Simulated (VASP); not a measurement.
The system is Ti4C.

```
CELL_PARAMETERS angstrom
4.24091 0.00000 0.00000
0.00000 4.24091 0.00000
0.00000 0.00000 4.24091
ATOMIC_POSITIONS crystal
Ti 0.25000 0.25000 0.25000
Ti 0.75000 0.75000 0.25000
Ti 0.25000 0.75000 0.75000
Ti 0.75000 0.25000 0.75000
C 0.00000 0.00000 0.00000
```

The cell was built from a structure type or drawn by symmetry, and may not be a known phase.

* Program: VASP 6.6.1
* Task: relaxation of cell and atoms
* Functional: PBE
* Potentials or basis: VASP PAW PBE potentials, release 64 (Ti_sv, C)
* Cutoff: 600 eV
* k mesh: 4 × 4 × 4
* Occupations: gaussian, width 0.1 eV
* Spin: no spin polarisation

At the start: pressure 16.3 GPa; volume 15.25 Å³/atom.

How do energy, volume and symmetry change on relaxing?

Over 7 steps the energy falls by 107.6 meV/atom and the volume is 16.60 Å³/atom (+8.8 %); space group P-43m (No. 215, to 0.1 Å) before and after.

The path:
| step | energy change (eV) | largest force (eV/Å) | pressure (GPa) | volume (Å³) |
| --- | --- | --- | --- | --- |
| 1 | 0.0000 | 2.1839 | 16.30 | 76.27 |
| 2 | 0.1631 | 1.3376 | -13.32 | 94.72 |
| 3 | -0.5358 | 0.0258 | -0.88 | 83.99 |
| 4 | -0.5366 | 0.0760 | -0.45 | 83.72 |
| 5 | -0.5366 | 0.1053 | -0.19 | 83.57 |
| 6 | -0.5379 | 0.0640 | 0.08 | 83.24 |
| 7 | -0.5382 | 0.0325 | 0.27 | 82.99 |

Final structure:
```cif
data_structure
_symmetry_space_group_name_H-M 'P 1'
_symmetry_Int_Tables_number 1
_cell_length_a 4.3619
_cell_length_b 4.3619
_cell_length_c 4.3619
_cell_angle_alpha 90.000
_cell_angle_beta 90.000
_cell_angle_gamma 90.000
_cell_volume 82.99
loop_
_atom_site_label
_atom_site_type_symbol
_atom_site_fract_x
_atom_site_fract_y
_atom_site_fract_z
_atom_site_occupancy
Ti1 Ti 0.25737 0.25737 0.25737 1
Ti2 Ti 0.74263 0.74263 0.25737 1
Ti3 Ti 0.25737 0.74263 0.74263 1
Ti4 Ti 0.74263 0.25737 0.74263 1
C1 C 0.00000 0.00000 0.00000 1
```

Caveat: the k points lie up to 0.36 Å⁻¹ apart in the final cell, too coarse for converged energies and pressures of a metal.
